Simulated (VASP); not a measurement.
# CuO (Tenorite) (Cc) in VASP: further runs

The runs below take CuO (Tenorite) through single point, relaxation of cell and atoms, with RPBE, PBEsol.

All numbers are computed with VASP 6.6.1; they aren't measurements. Logs are shortened: lines on timing, memory, paths and dates and some standing lists are left out, and cuts for length are marked.

## (1) The cell of the first run

The structure is monoclinic, space group Cc (No. 9). The conventional cell has a = 4.658 Å, b = 3.404 Å, c = 5.098 Å, α = 90.00°, β = 99.65°, γ = 90.00°. Within 2.5 Å of Cu (site symmetry 1) lie 4 O at 1.89 to 2.01 Å. Within 2.5 Å of O (site symmetry 1) lie 4 Cu at 1.89 to 2.01 Å.

## (2) Single point, RPBE

The input, INCAR:

```
PREC = Accurate ; ENCUT = 700
EDIFF = 1E-6 ; ISMEAR = -1
SIGMA = 0.05 ; LREAL = F
LASPH = T ; NELM = 120
ALGO = Normal ; ISIF = 2
LWAVE = F ; LCHARG = T
GGA = RP ; LELF = T
LVHAR = T ; NBANDS = 33
GGA_COMPAT = F
```

The input, KPOINTS:

```
Automatic mesh
0
Gamma
  10 10 5
```

The input, POSCAR:

```
CuO
1.0
    2.3289136198     -1.7019003246      0.0000000000
    2.3289136198      1.7019003246      0.0000000000
   -0.8547786486      0.0000000000      5.0254794206
Cu O
2 2
Direct
    0.4968000000      0.0032000000      0.5000000000
    0.0032000000      0.4968000000      0.0000000000
    0.4056000000      0.5714000000      0.7537000000
    0.5714000000      0.4056000000      0.2537000000
```

Potentials or basis: VASP PAW PBE potentials, release 64 (Cu_sv_GW, O).

Started as:

```sh
$ cat potpaw_PBE.64/Cu_sv_GW/POTCAR potpaw_PBE.64/O/POTCAR > POTCAR
$ mpirun -np 1 vasp_std > vasp.out
```

OUTCAR:

```text
PREC = Accurate
   ENCUT = 700
   EDIFF = 1E-6
   ISMEAR = -1
   LREAL = F
   LASPH = T
   NELM = 120
   ISIF = 2
   GGA = RP

 ion  position               nearest neighbor table
   1  0.497  0.003  0.500-   4 1.89   3 1.92   4 1.96   3 2.01
   2  0.003  0.497  0.000-   3 1.89   4 1.92   3 1.96   4 2.01
   3  0.406  0.571  0.754-   2 1.89   1 1.92   2 1.96   1 2.01
   4  0.571  0.406  0.254-   1 1.89   2 1.92   1 1.96   2 2.01

  LATTYP: Found a base centered monoclinic cell.
 ALAT       =     4.6578272396
 B/A-ratio  =     0.7307700510
 C/A-ratio  =     1.0944277398
 COS(beta)  =    -0.1676807457

  Lattice vectors:

 A1 = (   2.3289136198,  -1.7019003246,   0.0000000000)
 A2 = (   2.3289136198,   1.7019003246,   0.0000000000)
 A3 = (  -0.8547786486,   0.0000000000,   5.0254794206)

Analysis of symmetry for initial positions (statically):
=====================================================================
 Subroutine PRICEL returns:
 Original cell was already a primitive cell.

 Routine SETGRP: Setting up the symmetry group for a
 base centered monoclinic supercell.

 Subroutine GETGRP returns: Found  2 space group operations
 (whereof  1 operations were pure point group operations)
 out of a pool of  4 trial point group operations.

The static configuration has the point symmetry C_1 .
 The point group associated with its full space group is C_1h.

Analysis of symmetry for dynamics (positions and initial velocities):
=====================================================================
 Subroutine PRICEL returns:
 Original cell was already a primitive cell.

 Routine SETGRP: Setting up the symmetry group for a
 base centered monoclinic supercell.

 Subroutine GETGRP returns: Found  2 space group operations
 (whereof  1 operations were pure point group operations)
 out of a pool of  4 trial point group operations.

The dynamic configuration has the point symmetry C_1 .
 The point group associated with its full space group is C_1h.

 Subroutine INISYM returns: Found  2 space group operations
 (whereof  1 operations are pure point group operations),
 and found     1 'primitive' translations

----------------------------------------------------------------------------------------

                                     Primitive cell

  volume of cell :      39.8378

  direct lattice vectors                    reciprocal lattice vectors
     2.328913620 -1.701900325  0.000000000     0.214692377 -0.293789238  0.036516806
     2.328913620  1.701900325  0.000000000     0.214692377  0.293789238  0.036516806
    -0.854778649  0.000000000  5.025479421     0.000000000  0.000000000  0.198985990

  length of vectors
     2.884493606  2.884493606  5.097655338     0.365702625  0.365702625  0.198985990

  position of ions in fractional coordinates (direct lattice)
     0.496800000  0.003200000  0.500000000
     0.003200000  0.496800000  0.000000000
     0.405600000  0.571400000  0.753700000
     0.571400000  0.405600000  0.253700000

  ion indices of the primitive-cell ions
   primitive index   ion index
                 1           1
                 2           2
                 3           3
                 4           4

----------------------------------------------------------------------------------------

 KPOINTS: Automatic mesh

Automatic generation of k-mesh.
 Grid dimensions read from file:
 generate k-points for:   10   10    5

 Generating k-lattice:

  Cartesian coordinates                     Fractional coordinates (reciprocal lattice)
     0.021469238 -0.029378924  0.003651681     0.100000000  0.000000000  0.000000000
     0.021469238  0.029378924  0.003651681     0.000000000  0.100000000  0.000000000
     0.000000000  0.000000000  0.039797198     0.000000000  0.000000000  0.200000000

  Length of vectors
     0.036570263  0.036570263  0.039797198

  Shift w.r.t. Gamma in fractional coordinates (k-lattice)
     0.000000000  0.000000000  0.000000000

 Subroutine IBZKPT returns following result:
 ===========================================

 Found    141 irreducible k-points:

 Following reciprocal coordinates:
            Coordinates               Weight
  0.000000  0.000000  0.000000      1.000000
  0.100000  0.000000 -0.000000      4.000000
  0.200000  0.000000 -0.000000      4.000000
  0.300000  0.000000 -0.000000      4.000000
  0.400000  0.000000  0.000000      4.000000
  0.500000 -0.000000  0.000000      2.000000
[... 16 lines left out ...]
  0.300000  0.300000 -0.000000      2.000000
  0.400000  0.300000 -0.000000      4.000000
 [... further k-points ...]
   k-points           NKPTS =    141   k-points in BZ     NKDIM =    141   number of bands    NBANDS=     33
   number of dos      NEDOS =    301   number of ions     NIONS =      4
   total plane-waves  NPLWV =  37632
   dimension x,y,z NGX =    28 NGY =   28 NGZ =   48
   dimension x,y,z NGXF=    56 NGYF=   56 NGZF=   96
   ions per type =               2   2
   NGX,Y,Z   is equivalent  to a cutoff of  16.14, 16.14, 15.65 a.u.
   NGXF,Y,Z  is equivalent  to a cutoff of  32.28, 32.28, 31.31 a.u.
 SYSTEM =  unknown system
   PREC   = accura    normal or accurate (medium, high low for compatibility)
   ISTART =      0    job   : 0-new  1-cont  2-samecut
   ICHARG =      2    charge: 1-file 2-atom 10-const
   ISPIN  =      1    spin polarized calculation?
   LNONCOLLINEAR =      F non collinear calculations
   LSORBIT =      F    spin-orbit coupling
   LASPH  =      T    aspherical Exc in radial PAW
   ENCUT  =  700.0 eV  51.45 Ry    7.17 a.u.   6.22  6.22 11.00*2*pi/ulx,y,z
   NELM   =    120;   NELMIN=  2; NELMDL= -5     # of ELM steps
   EDIFF  = 0.1E-05   stopping-criterion for ELM
   LREAL  =      F    real-space projection
   EDIFFG = 0.1E-04   stopping-criterion for IOM
   NSW    =      0    number of steps for IOM
   IBRION =     -1    ionic relax: 0-MD 1-quasi-New 2-CG
   NFREE  =      0    steps in history (QN), initial steepest desc. (CG)
   ISIF   =      2    stress and relaxation
   ISYM   =      2    0-nonsym 1-usesym 2-fastsym
   POTIM  = 0.5000    time-step for ionic-motion
   TEBEG  =    0.0;   TEEND  =   0.0 temperature during run
   PSTRESS=    0.0 pullay stress
   NELECT =      50.0000    total number of electrons
   NUPDOWN=      -1.0000    fix difference up-down
   EMIN   =  10.00;   EMAX   =-10.00  energy-range for DOS
   EFERMI =   0.00;   METHOD = LEGACY
   ISMEAR =    -1;   SIGMA  =   0.05  broadening in eV -4-tet -1-fermi 0-gaus
   EFERMI_NEDOS =   21; number of points for ismear=-14 and -15
   IALGO  =     38    algorithm
   IMIX   =      4    mixing-type and parameters
     AMIX     =   0.40;   BMIX     =  1.00
     AMIX_MAG =   1.60;   BMIX_MAG =  1.00
  volume/ion in A,a.u.               =       9.96        67.21
  Fermi-wavevector in a.u.,A,eV,Ry     =   1.765902  3.337070 42.428523  3.118408
  Thomas-Fermi vector in A             =   2.833591
   LORBIT       =      0    0 simple, 1 ext, 2 COOP (PROOUT), +10 PAW based schemes
   GGA     = RP    functional components
   LHFCALC =     F    Hartree Fock is set to
   AEXX    =    0.0000 exact exchange contribution
   IVDW    =     0    specifies the selected vdW correction
   LEPSILON=     F    determine dielectric tensor
   LRPA    =     F    only Hartree local field effects (RPA)
 non-spin polarized calculation
  energy-cutoff  :      700.00
  volume of cell :       39.84
 maximum number of plane-waves:      1691
 NGX is ok and might be reduce to    28
   NGX = 13   NGY = 13   NGZ = 21

 number of electron      49.9999996 magnetization

 Free energy of the ion-electron system (eV)
  ---------------------------------------------------
  ext. energy  EPLUGINS =         0.00000000
  ---------------------------------------------------
  free energy    TOTEN  =       -17.78500553 eV

  energy without entropy =      -17.76611824  energy(sigma->0) =      -17.77556189

 E-fermi :   6.1635     XC(G=0): -12.1527

 val. band max:        6.1483439659   @ k =  -0.2000   0.3000   0.4000
 cond. band min:       6.1726989934   @ k =   0.4000   0.2000   0.4000
 fundamental gap:      0.0243550275
 Fermi energy:         6.1634787507

 k-point     1 :       0.0000    0.0000    0.0000
  band No.  band energies     occupation
      1    -106.6367      2.00000
      2    -106.6361      2.00000
      3     -64.0982      2.00000
      4     -64.0980      2.00000
      5     -64.0739      2.00000
      6     -64.0639      2.00000
[... 25 lines left out ...]
     32      22.6436      0.00000
     33      23.0491      0.00000

 k-point     2 :       0.1000    0.0000   -0.0000
  band No.  band energies     occupation
      1    -106.6366      2.00000
      2    -106.6359      2.00000
      3     -64.0994      2.00000
      4     -64.0982      2.00000
      5     -64.0733      2.00000
      6     -64.0641      2.00000
[... 25 lines left out ...]
     32      22.1918      0.00000
     33      23.2755      0.00000

 k-point     3 :       0.2000    0.0000   -0.0000
  band No.  band energies     occupation
      1    -106.6364      2.00000
      2    -106.6356      2.00000
      3     -64.1029      2.00000
      4     -64.0981      2.00000
      5     -64.0726      2.00000
      6     -64.0647      2.00000
[... 25 lines left out ...]
     32      21.3399      0.00000
     33      22.8181      0.00000

 k-point     4 :       0.3000    0.0000   -0.0000
  band No.  band energies     occupation
      1    -106.6361      2.00000
      2    -106.6354      2.00000
      3     -64.1074      2.00000
      4     -64.0984      2.00000
      5     -64.0712      2.00000
      6     -64.0657      2.00000
[... 25 lines left out ...]
     32      20.2177      0.00000
     33      22.3892      0.00000

 k-point     5 :       0.4000    0.0000    0.0000
  band No.  band energies     occupation
      1    -106.6359      2.00000
      2    -106.6355      2.00000
      3     -64.1112      2.00000
      4     -64.0985      2.00000
      5     -64.0700      2.00000
      6     -64.0668      2.00000
[... 604 lines left out ...]
 k-point    22 :      -0.2000    0.2000    0.0000
  band No.  band energies     occupation
      1    -106.6360      2.00000
      2    -106.6357      2.00000
      3     -64.1039      2.00000
      4     -64.1026      2.00000
      5     -64.0709      2.00000
      6     -64.0664      2.00000
[... 25 lines left out ...]
     32      20.1146      0.00000
     33      20.3749      0.00000

 k-point    23 :       0.3000    0.3000   -0.0000
  band No.  band energies     occupation
      1    -106.6361      2.00000
      2    -106.6350      2.00000
      3     -64.1091      2.00000
      4     -64.1062      2.00000
      5     -64.0713      2.00000
      6     -64.0649      2.00000
[... 25 lines left out ...]
     32      20.8865      0.00000
     33      21.2546      0.00000

 k-point    24 :       0.4000    0.3000   -0.0000
  band No.  band energies     occupation
      1    -106.6358      2.00000
      2    -106.6349      2.00000
      3     -64.1119      2.00000
      4     -64.1069      2.00000
      5     -64.0710      2.00000
      6     -64.0652      2.00000
[... 25 lines left out ...]
     32      19.6765      0.00000
     33      20.7776      0.00000

 [... further k-points ...]
[... 5 lines left out ...]
  --------------------------------------------------------------------------------------
  -------------------------------------------------------------------------------------
  Total        3.1160256      2.8656228      3.2090449      0.0000000      0.0000000     -0.6826246
  in kB      125.3189071    115.2483235    129.0599158      0.0000000      0.0000000    -27.4534871
  external PRESSURE =     123.2090488 kB  Pullay stress =       0.0000000 kB

 VOLUME and BASIS-vectors are now :
 -----------------------------------------------------------------------------
  energy-cutoff  :      700.00
  volume of cell :       39.84
      direct lattice vectors                 reciprocal lattice vectors
     2.328913620 -1.701900325  0.000000000     0.214692377 -0.293789238  0.036516806
     2.328913620  1.701900325  0.000000000     0.214692377  0.293789238  0.036516806
    -0.854778649  0.000000000  5.025479421     0.000000000  0.000000000  0.198985990

 POSITION                                       TOTAL-FORCE (eV/Angst)
 -----------------------------------------------------------------------------------
      0.73707     -0.84006      2.51274        -0.700939     -0.403659      0.277989
      1.16446      0.84006      0.00000        -0.700939      0.403659      0.277989
      1.63110      0.28218      3.78770         0.700939     -0.167287     -0.277989
      2.05849     -0.28218      1.27496         0.700939      0.167287     -0.277989
 -----------------------------------------------------------------------------------
    total drift:                                0.000565      0.000000     -0.000570

  FREE ENERGIE OF THE ION-ELECTRON SYSTEM (eV)
  ---------------------------------------------------
  free  energy   TOTEN  =       -17.7850055276 eV

  energy  without entropy=      -17.7661182445  energy(sigma->0) =      -17.77556189
```

Wall time 3.9 min (1 thread of Intel Xeon 6975P-C (Granite Rapids), shared host); peak memory 0.4 GiB.

Results:

| Property | Result |
| --- | --- |
| Free energy | -17.7850 eV |
| Pressure | 12.3 GPa |
| Largest force | 0.855 eV/Å |
| Band gap on the k mesh | zero (band 25 reaches 6.43 eV, above the bottom of band 26 at 5.84 eV) |

Forces in eV/Å, atoms in the order of the input:
```
Cu  -0.701 -0.404  0.278
Cu  -0.701  0.404  0.278
O    0.701 -0.167 -0.278
O    0.701  0.167 -0.278
```

Levels at points of the mesh, in eV from the Fermi level:
```tsv
k point	band 22	band 23	band 24	band 25	band 26	band 27	band 28	band 29
(0.00, 0.00, 0.00)	-2.28	-2.20	-1.69	0.21	0.93	1.77	6.07	8.29
(0.50, 0.00, 0.00)	-1.65	-1.55	-1.44	-0.03	0.29	4.91	6.40	7.04
(0.50, 0.50, 0.00)	-2.17	-1.68	-1.26	-0.68	1.09	3.33	7.15	8.60
```

Caveat: the PAW data sets were made with another functional, which shifts forces and pressure a little; semilocal functionals often make such compounds metallic where correlation or magnetic order opens a gap, which also shifts bond lengths.

(Part 1 of 2 ends here.)
